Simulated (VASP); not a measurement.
# TiO2 (P4_2/mnm) in VASP: notebook

Runs on TiO2. Level: r2SCAN. Tasks: single point.

Program: VASP 6.6.1. These are calculated values, not measurements. Logs are shortened: lines on timing, memory, paths and dates and some standing lists are left out, and cuts for length are marked.

## 1. The cell of the first run

Symmetry: P4_2/mnm, No. 136, tetragonal system. The conventional cell has a = 4.373 Å, b = 4.373 Å, c = 2.873 Å, α = 90.00°, β = 90.00°, γ = 90.00°. Within 2.5 Å of Ti (site symmetry mmm) lie 6 O at 1.87 to 1.89 Å. Within 2.5 Å of O (site symmetry m2m) lie 3 Ti at 1.87 to 1.89 Å and 1 O at 2.45 Å.

## 2. Single point, r2SCAN (9.15 Å³/atom)

POSCAR

```
TiO2
1.0
    4.3726824532      0.0000000000      0.0000000000
    0.0000000000      4.3726824532      0.0000000000
    0.0000000000      0.0000000000      2.8725574331
Ti O
2 4
Direct
    0.0000000000      0.0000000000      0.0000000000
    0.5000000000      0.5000000000      0.5000000000
    0.3017668626      0.3017668626      0.0000000000
    0.1982331374      0.8017668626      0.5000000000
    0.6982331374      0.6982331374      0.0000000000
    0.8017668626      0.1982331374      0.5000000000
```

INCAR.step1

```
  ALGO = Normal
  EDIFF = 1E-4
  ENCUT = 520
  GGA = PE
  ISMEAR = 0
  LASPH = T
  LCHARG = F
  LREAL = F
  LWAVE = T
  NBANDS = 33
  NELM = 100
  PREC = Accurate
  SIGMA = 0.02
```

INCAR.step2

```
  ALGO = Normal
  EDIFF = 1E-7
  ENCUT = 520
  ISIF = 2
  ISMEAR = 0
  ISTART = 1
  LASPH = T
  LCHARG = F
  LMIXTAU = T
  LREAL = F
  LWAVE = F
  METAGGA = R2SCAN
  NBANDS = 33
  NELM = 100
  PREC = Accurate
  SIGMA = 0.02
```

KPOINTS

```
k-points
0
Gamma
  6 6 10
```

Potentials or basis: VASP PAW PBE potentials, release 64 (Ti_sv, O).

Launch:

```
cat potpaw_PBE.64/Ti_sv/POTCAR potpaw_PBE.64/O/POTCAR > POTCAR
cp INCAR.step1 INCAR
mpirun -np 1 vasp_std > vasp.out
cp INCAR.step2 INCAR
mpirun -np 1 vasp_std > vasp.out
```

OUTCAR:

```text
EDIFF = 1E-7
   ENCUT = 520
   ISIF = 2
   ISMEAR = 0
   ISTART = 1
   LASPH = T
   LREAL = F
   METAGGA = R2SCAN
   NELM = 100
   PREC = Accurate

 ion  position               nearest neighbor table
   1  0.000  0.000  0.000-   3 1.87   5 1.87   4 1.89   6 1.89   4 1.89   6 1.89
   2  0.500  0.500  0.500-   4 1.87   6 1.87   5 1.89   3 1.89   3 1.89   5 1.89
   3  0.302  0.302  0.000-   1 1.87   2 1.89   2 1.89
   4  0.198  0.802  0.500-   2 1.87   1 1.89   1 1.89
   5  0.698  0.698  0.000-   1 1.87   2 1.89   2 1.89
   6  0.802  0.198  0.500-   2 1.87   1 1.89   1 1.89

  LATTYP: Found a simple tetragonal cell.
 ALAT       =     4.3726824532
 C/A-ratio  =     0.6569325497

  Lattice vectors:

 A1 = (   4.3726824532,   0.0000000000,   0.0000000000)
 A2 = (   0.0000000000,   4.3726824532,   0.0000000000)
 A3 = (   0.0000000000,   0.0000000000,   2.8725574331)

Analysis of symmetry for initial positions (statically):
=====================================================================
 Subroutine PRICEL returns:
 Original cell was already a primitive cell.

 Routine SETGRP: Setting up the symmetry group for a
 simple tetragonal supercell.

 Subroutine GETGRP returns: Found 16 space group operations
 (whereof  8 operations were pure point group operations)
 out of a pool of 16 trial point group operations.

The static configuration has the point symmetry D_2h.
 The point group associated with its full space group is D_4h.

Analysis of symmetry for dynamics (positions and initial velocities):
=====================================================================
 Subroutine PRICEL returns:
 Original cell was already a primitive cell.

 Routine SETGRP: Setting up the symmetry group for a
 simple tetragonal supercell.

 Subroutine GETGRP returns: Found 16 space group operations
 (whereof  8 operations were pure point group operations)
 out of a pool of 16 trial point group operations.

The dynamic configuration has the point symmetry D_2h.
 The point group associated with its full space group is D_4h.

 Subroutine INISYM returns: Found 16 space group operations
 (whereof  8 operations are pure point group operations),
 and found     1 'primitive' translations

----------------------------------------------------------------------------------------

                                     Primitive cell

  volume of cell :      54.9243

  direct lattice vectors                    reciprocal lattice vectors
     4.372682453  0.000000000  0.000000000     0.228692573  0.000000000  0.000000000
     0.000000000  4.372682453  0.000000000     0.000000000  0.228692573  0.000000000
     0.000000000  0.000000000  2.872557433     0.000000000  0.000000000  0.348121847

  length of vectors
     4.372682453  4.372682453  2.872557433     0.228692573  0.228692573  0.348121847

  position of ions in fractional coordinates (direct lattice)
     0.000000000  0.000000000  0.000000000
     0.500000000  0.500000000  0.500000000
     0.301766863  0.301766863  0.000000000
     0.198233137  0.801766863  0.500000000
     0.698233137  0.698233137  0.000000000
     0.801766863  0.198233137  0.500000000

  ion indices of the primitive-cell ions
   primitive index   ion index
                 1           1
                 2           2
                 3           3
                 4           4
                 5           5
                 6           6

----------------------------------------------------------------------------------------

 KPOINTS: k-points

Automatic generation of k-mesh.
 Grid dimensions read from file:
 generate k-points for:    6    6   10

 Generating k-lattice:

  Cartesian coordinates                     Fractional coordinates (reciprocal lattice)
     0.038115429  0.000000000  0.000000000     0.166666667  0.000000000  0.000000000
     0.000000000  0.038115429  0.000000000     0.000000000  0.166666667  0.000000000
     0.000000000  0.000000000  0.034812185     0.000000000  0.000000000  0.100000000

  Length of vectors
     0.038115429  0.038115429  0.034812185

  Shift w.r.t. Gamma in fractional coordinates (k-lattice)
     0.000000000  0.000000000  0.000000000

 Subroutine IBZKPT returns following result:
 ===========================================

 Found     60 irreducible k-points:

 Following reciprocal coordinates:
            Coordinates               Weight
  0.000000  0.000000  0.000000      1.000000
  0.166667  0.000000  0.000000      4.000000
  0.333333  0.000000  0.000000      4.000000
  0.500000  0.000000  0.000000      2.000000
  0.166667  0.166667  0.000000      4.000000
  0.333333  0.166667  0.000000      8.000000
[... 16 lines left out ...]
  0.333333  0.000000  0.200000      8.000000
  0.500000  0.000000  0.200000      4.000000
 [... further k-points ...]
   k-points           NKPTS =     60   k-points in BZ     NKDIM =     60   number of bands    NBANDS=     33
   number of dos      NEDOS =    301   number of ions     NIONS =      6
[... 48 lines left out ...]
 Gauss-broadening in eV      SIGMA  =   0.02
  energy-cutoff  :      520.00
  volume of cell :       54.92
 maximum number of plane-waves:      1504
 NGX is ok and might be reduce to    36
   NGX = 17   NGY = 17   NGZ = 11

 number of electron      48.0000016 magnetization

 Free energy of the ion-electron system (eV)
  ---------------------------------------------------
  ext. energy  EPLUGINS =         0.00000000
  ---------------------------------------------------
  free energy    TOTEN  =       -68.88689194 eV

  energy without entropy =      -68.88689194  energy(sigma->0) =      -68.88689194

 E-fermi :   6.1313     XC(G=0): -12.9218

 val. band max:        6.0445605666   @ k =   0.0000   0.0000   0.0000
 cond. band min:       8.4939829383   @ k =   0.0000   0.0000   0.0000
 fundamental gap:      2.4494223717
 Fermi energy:         6.1313199998

 k-point     1 :       0.0000    0.0000    0.0000
  band No.  band energies     occupation
      1     -52.7204      2.00000
      2     -52.6834      2.00000
      3     -28.1676      2.00000
      4     -28.1676      2.00000
      5     -27.8614      2.00000
      6     -27.8614      2.00000
[... 25 lines left out ...]
     32      14.0252      0.00000
     33      14.0252      0.00000

 k-point     2 :       0.1667    0.0000    0.0000
  band No.  band energies     occupation
      1     -52.7179      2.00000
      2     -52.6858      2.00000
      3     -28.1497      2.00000
      4     -28.1475      2.00000
      5     -27.8847      2.00000
      6     -27.8823      2.00000
[... 25 lines left out ...]
     32      13.8805      0.00000
     33      13.9126      0.00000

 k-point     3 :       0.3333    0.0000    0.0000
  band No.  band energies     occupation
      1     -52.7111      2.00000
      2     -52.6926      2.00000
      3     -28.0991      2.00000
      4     -28.0924      2.00000
      5     -27.9460      2.00000
      6     -27.9389      2.00000
[... 25 lines left out ...]
     32      13.5839      0.00000
     33      13.6482      0.00000

 k-point     4 :       0.5000    0.0000    0.0000
  band No.  band energies     occupation
      1     -52.7018      2.00000
      2     -52.7018      2.00000
      3     -28.0289      2.00000
      4     -28.0289      2.00000
      5     -28.0123      2.00000
      6     -28.0123      2.00000
[... 25 lines left out ...]
     32      13.4604      0.00000
     33      13.8182      0.00000

 k-point     5 :       0.1667    0.1667    0.0000
  band No.  band energies     occupation
      1     -52.7158      2.00000
      2     -52.6880      2.00000
      3     -28.1744      2.00000
      4     -28.0897      2.00000
      5     -27.9471      2.00000
      6     -27.8576      2.00000
[... 604 lines left out ...]
 k-point    22 :       0.1667    0.0000    0.2000
  band No.  band energies     occupation
      1     -52.6936      2.00000
      2     -52.6676      2.00000
      3     -28.1061      2.00000
      4     -28.0901      2.00000
      5     -28.0105      2.00000
      6     -27.9908      2.00000
[... 25 lines left out ...]
     32      13.2732      0.00000
     33      13.4519      0.00000

 k-point    23 :       0.3333    0.0000    0.2000
  band No.  band energies     occupation
      1     -52.6880      2.00000
      2     -52.6730      2.00000
      3     -28.1026      2.00000
      4     -28.0712      2.00000
      5     -28.0002      2.00000
      6     -27.9701      2.00000
[... 25 lines left out ...]
     32      12.8196      0.00000
     33      13.5163      0.00000

 k-point    24 :       0.5000    0.0000    0.2000
  band No.  band energies     occupation
      1     -52.6805      2.00000
      2     -52.6805      2.00000
      3     -28.0843      2.00000
      4     -28.0843      2.00000
      5     -27.9676      2.00000
      6     -27.9676      2.00000
[... 25 lines left out ...]
     32      12.6425      0.00000
     33      14.1318      0.00000

 [... further k-points ...]
[... 5 lines left out ...]
  --------------------------------------------------------------------------------------
  -------------------------------------------------------------------------------------
  Total       14.2209536     14.2209536     14.4443863      0.0000000      0.0000000      0.0000000
  in kB      414.8343412    414.8343412    421.3520163      0.0000000      0.0000000      0.0000000
  external PRESSURE =     417.0068996 kB  Pullay stress =       0.0000000 kB

 VOLUME and BASIS-vectors are now :
 -----------------------------------------------------------------------------
  energy-cutoff  :      520.00
  volume of cell :       54.92
      direct lattice vectors                 reciprocal lattice vectors
     4.372682453  0.000000000  0.000000000     0.228692573  0.000000000  0.000000000
     0.000000000  4.372682453  0.000000000     0.000000000  0.228692573  0.000000000
     0.000000000  0.000000000  2.872557433     0.000000000  0.000000000  0.348121847

 POSITION                                       TOTAL-FORCE (eV/Angst)
 -----------------------------------------------------------------------------------
      0.00000      0.00000      0.00000         0.000000      0.000000     -0.000000
      2.18634      2.18634      1.43628         0.000000      0.000000     -0.000000
      1.31953      1.31953      0.00000        -0.009427     -0.009427      0.000000
      0.86681      3.50587      1.43628         0.009427     -0.009427     -0.000000
      3.05315      3.05315      0.00000         0.009427      0.009427     -0.000000
      3.50587      0.86681      1.43628        -0.009427      0.009427     -0.000000
 -----------------------------------------------------------------------------------
    total drift:                                0.000000      0.000000      0.000000

  FREE ENERGIE OF THE ION-ELECTRON SYSTEM (eV)
  ---------------------------------------------------
  free  energy   TOTEN  =       -68.8868919398 eV

  energy  without entropy=      -68.8868919398  energy(sigma->0) =      -68.88689194
```

Run time: 3.3 min. Hardware: 1 thread of Intel Xeon Platinum 8559C (Emerald Rapids), shared host; peak memory 0.24 GiB.

Results:

```
Free energy            : -68.8869 eV
Pressure               : 41.7 GPa
Largest force          : 0.013 eV/Å
Band gap on the k mesh : 2.45 eV
```

Forces on the atoms (eV/Å):
```
Ti   0.000  0.000  0.000
Ti   0.000  0.000  0.000
O   -0.009 -0.009  0.000
O    0.009 -0.009  0.000
O    0.009  0.009  0.000
O   -0.009  0.009  0.000
```

Levels at points of the mesh, in eV from the valence-band top:
```tsv
k point	band 22	band 23	band 24	band 25	band 26	band 27
(0.00, 0.00, 0.00)	-0.54	-0.54	0.00	2.45	2.83	3.04
(0.50, 0.00, 0.00)	-2.05	-0.92	-0.92	3.31	3.31	3.98
(0.50, 0.50, 0.00)	-1.58	-1.19	-1.19	2.52	2.52	3.24
(0.00, 0.00, 0.50)	-3.01	-1.57	-1.57	3.93	3.93	4.02
(0.50, 0.00, 0.50)	-2.35	-1.33	-1.33	2.55	2.55	4.06
(0.50, 0.50, 0.50)	-1.69	-0.71	-0.71	3.41	3.41	4.07
```

Caveat: the cell stands under pressure; the PAW data sets were made with another functional, which shifts forces and pressure a little.

## 3. Single point, r2SCAN (9.47 Å³/atom)

This run uses another cell than the first one, of 9.47 Å³/atom.

POSCAR

```
TiO2
1.0
    4.4293439195      0.0000000000      0.0000000000
    0.0000000000      4.4293439195      0.0000000000
    0.0000000000      0.0000000000      2.8949729819
Ti O
2 4
Direct
    0.0000000000      0.0000000000      0.0000000000
    0.5000000000      0.5000000000      0.5000000000
    0.3022065128      0.3022065128      0.0000000000
    0.1977934872      0.8022065128      0.5000000000
    0.6977934872      0.6977934872      0.0000000000
    0.8022065128      0.1977934872      0.5000000000
```

INCAR.step1

```
SYSTEM = TiO2
ALGO = Normal
EDIFF = 1E-4
ENCUT = 520
GGA = PE
ISMEAR = 0
LASPH = .TRUE.
LCHARG = .FALSE.
LREAL = .FALSE.
LWAVE = .TRUE.
NBANDS = 33
NELM = 60
PREC = Accurate
SIGMA = 0.02
```

INCAR.step2

```
SYSTEM = TiO2
ALGO = Normal
EDIFF = 1E-6
ENCUT = 520
ISIF = 2
ISMEAR = 0
ISTART = 1
LASPH = .TRUE.
LCHARG = .FALSE.
LMIXTAU = .TRUE.
LREAL = .FALSE.
LWAVE = .FALSE.
METAGGA = R2SCAN
NBANDS = 33
NELM = 60
PREC = Accurate
SIGMA = 0.02
```

KPOINTS

```
k-points
0
G
  6 6 10
  0 0 0
```

Potentials or basis: VASP PAW PBE potentials, release 64 (Ti_sv, O).

Launch:

```
cat potpaw_PBE.64/Ti_sv/POTCAR potpaw_PBE.64/O/POTCAR > POTCAR
cp INCAR.step1 INCAR
mpirun -np 1 vasp_std > vasp.out
cp INCAR.step2 INCAR
mpirun -np 1 vasp_std > vasp.out
```

Run time: 3 min. Hardware: 1 thread of Intel Xeon Platinum 8559C (Emerald Rapids), shared host; peak memory 0.24 GiB.

The run converged. Its results:

```
Free energy            : -69.3007 eV
Pressure               : 28.9 GPa
Largest force          : 0.013 eV/Å
Band gap on the k mesh : 2.38 eV
```

Forces on the atoms (eV/Å):
```
Ti   0.000  0.000  0.000
Ti   0.000  0.000  0.000
O   -0.009 -0.009  0.000
O    0.009 -0.009  0.000
O    0.009  0.009  0.000
O   -0.009  0.009  0.000
```

Stress tensor (GPa, compression positive):
```
28.70  0.00  0.00
 0.00 28.70  0.00
 0.00  0.00 29.38
```

Levels at points of the mesh, in eV from the valence-band top:
```tsv
k point	band 20	band 21	band 22	band 23	band 24	band 25	band 26	band 27	band 28	band 29
(0.00, 0.00, 0.00)	-2.33	-0.84	-0.54	-0.54	0.00	2.38	2.73	2.96	3.11	3.11
(0.50, 0.00, 0.00)	-3.45	-1.97	-1.97	-0.88	-0.88	3.18	3.18	3.81	3.81	4.33
(0.50, 0.50, 0.00)	-2.53	-1.54	-1.54	-1.20	-1.20	2.43	2.43	3.14	3.14	4.65
(0.00, 0.00, 0.50)	-2.99	-2.92	-2.92	-1.56	-1.56	3.76	3.76	3.89	3.89	4.47
(0.50, 0.00, 0.50)	-2.62	-2.28	-2.28	-1.27	-1.27	2.47	2.47	3.93	3.93	4.78
(0.50, 0.50, 0.50)	-2.96	-1.60	-1.60	-0.72	-0.72	3.28	3.28	3.92	3.92	3.95
```

Caveat: the cell stands under pressure; the PAW data sets were made with another functional, which shifts forces and pressure a little. A k mesh can miss the band edges.

## 4. Single point, r2SCAN (9.78 Å³/atom)

This run uses another cell than the first one, of 9.78 Å³/atom.

POSCAR

```
TiO2
1.0
    4.4854740819      0.0000000000      0.0000000000
    0.0000000000      4.4854740819      0.0000000000
    0.0000000000      0.0000000000      2.9160373239
Ti O
2 4
Direct
    0.0000000000      0.0000000000      0.0000000000
    0.5000000000      0.5000000000      0.5000000000
    0.3027875595      0.3027875595      0.0000000000
    0.1972124405      0.8027875595      0.5000000000
    0.6972124405      0.6972124405      0.0000000000
    0.8027875595      0.1972124405      0.5000000000
```

INCAR.step1

```
SYSTEM = TiO2
PREC     = Accurate       ! precision mode
ENCUT    = 520            ! plane-wave cutoff, eV
ISMEAR   = 0              ! smearing method
SIGMA    = 0.02           ! smearing width, eV
LREAL    = .False.        ! projectors in reciprocal space
LASPH    = .True.         ! aspherical terms in the spheres
NELM     = 60             ! most SCF steps
NBANDS   = 33             ! bands
GGA      = PE             ! functional
ALGO     = Normal         ! electronic algorithm
EDIFF    = 1E-4           ! SCF threshold, eV
LWAVE    = .True.         ! write WAVECAR
LCHARG   = .False.        ! write CHGCAR
```

INCAR.step2

```
SYSTEM = TiO2
PREC     = Accurate       ! precision mode
ENCUT    = 520            ! plane-wave cutoff, eV
EDIFF    = 1E-7           ! SCF threshold, eV
ISMEAR   = 0              ! smearing method
SIGMA    = 0.02           ! smearing width, eV
LREAL    = .False.        ! projectors in reciprocal space
LASPH    = .True.         ! aspherical terms in the spheres
NELM     = 60             ! most SCF steps
ALGO     = Normal         ! electronic algorithm
ISIF     = 2              ! what is computed and relaxed
LWAVE    = .False.        ! write WAVECAR
LCHARG   = .False.        ! write CHGCAR
METAGGA  = R2SCAN         ! meta-GGA
LMIXTAU  = .True.       
NBANDS   = 33             ! bands
ISTART   = 1
```

KPOINTS

```
regular mesh
0
Gamma
  6 6 10
  0 0 0
```

Launch:

```
cat potpaw_PBE.64/Ti_sv/POTCAR potpaw_PBE.64/O/POTCAR > POTCAR
cp INCAR.step1 INCAR
mpirun -np 1 vasp_std > vasp.out
cp INCAR.step2 INCAR
mpirun -np 1 vasp_std > vasp.out
```

Run time: 4 min. Hardware: 1 thread of Intel Xeon Platinum 8559C (Emerald Rapids), shared host; peak memory 0.23 GiB.

It converged, with:

| Quantity | Value |
| --- | --- |
| Free energy | -69.5762 eV |
| Pressure | 18.1 GPa |
| Largest force | 0.013 eV/Å |
| Band gap on the k mesh | 2.31 eV |

Forces on the atoms (eV/Å):
```
Ti   0.000  0.000  0.000
Ti   0.000  0.000  0.000
O   -0.009 -0.009  0.000
O    0.009 -0.009  0.000
O    0.009  0.009  0.000
O   -0.009  0.009  0.000
```

Stress tensor (GPa, compression positive):
```
17.83  0.00  0.00
 0.00 17.83  0.00
 0.00  0.00 18.54
```

Levels at points of the mesh, in eV from the valence-band top:
```tsv
k point	band 21	band 22	band 23	band 24	band 25	band 26	band 27	band 28
(0.00, 0.00, 0.00)	-0.82	-0.53	-0.53	0.00	2.31	2.65	2.88	3.02
(0.50, 0.00, 0.00)	-1.88	-1.88	-0.85	-0.85	3.07	3.07	3.66	3.66
(0.50, 0.50, 0.00)	-1.50	-1.50	-1.19	-1.19	2.36	2.36	3.05	3.05
(0.00, 0.00, 0.50)	-2.75	-2.75	-1.54	-1.54	3.61	3.61	3.78	3.78
(0.50, 0.00, 0.50)	-2.21	-2.21	-1.22	-1.22	2.40	2.40	3.81	3.81
(0.50, 0.50, 0.50)	-1.51	-1.51	-0.72	-0.72	3.17	3.17	3.79	3.79
```

Caveat: the cell stands under pressure; the PAW data sets were made with another functional, which shifts forces and pressure a little.

## 5. Overview

```csv
cell,gap on the mesh (eV),pressure (GPa),largest force (eV/Å)
"a = 4.373, b = 4.373, c = 2.873 Å, 6 atoms, atomic positions A",2.45,41.7,0.01
"a = 4.429, b = 4.429, c = 2.895 Å, 6 atoms, atomic positions B",2.38,28.9,0.01
"a = 4.485, b = 4.485, c = 2.916 Å, 6 atoms, atomic positions C",2.31,18.1,0.01
```

Alike in all rows: task single point; level r2SCAN; potentials or basis VASP PAW PBE potentials, release 64 (Ti_sv, O); no spin polarisation; k mesh 6 × 6 × 10; cutoff (eV) 520; smearing gaussian 0.02 eV.

Caveats: the cell stands under pressure; the PAW data sets were made with another functional, which shifts forces and pressure a little.

Absolute energies hang on the potentials; compare differences alone.
